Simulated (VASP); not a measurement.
The system is HCN.

```
N C H
1.0
    -2.31606    2.31606    2.15990
     2.31606   -2.31606    2.15990
     2.31606    2.31606   -2.15990
N C H
1 1 1
Cartesian
  0.0000 0.0000 1.1747
  0.0000 0.0000 0.0159
  0.0000 0.0000 3.2489
```

Program: VASP 6.6.1. Alike in all runs: task single point; no spin polarisation; cell as given; cutoff (eV) 520.

Problem. Order these runs on this cell by their band gap on the k mesh, lowest first.
A. level LDA; potentials or basis VASP PAW LDA potentials, release 64 (N, C, H); k mesh 7 × 7 × 7; smearing fermi-dirac 0.1 eV
B. level PBE-based screened hybrid; potentials or basis VASP PAW PBE potentials, release 64 (N, C, H); k mesh 4 × 4 × 4; smearing fermi-dirac 0.05 eV; grid for exact exchange (PRECFOCK) Normal; share of exact exchange 0.5; screening parameter 0.2 1/Å
C. level PBE-based screened hybrid; potentials or basis VASP PAW PBE potentials, release 64 (N, C, H); k mesh 4 × 4 × 4; smearing fermi-dirac 0.05 eV; grid for exact exchange (PRECFOCK) Normal; share of exact exchange 0.25; screening parameter 0.2 1/Å

Solution. A (6.69 eV), C (8.36 eV), B (9.90 eV).

Caveats: some runs use coarse meshes; forces of over 1 eV/Å act on the atoms, so gaps and moduli don't describe the material at rest (some runs).

A k mesh can miss the band edges, odd and even meshes differently.
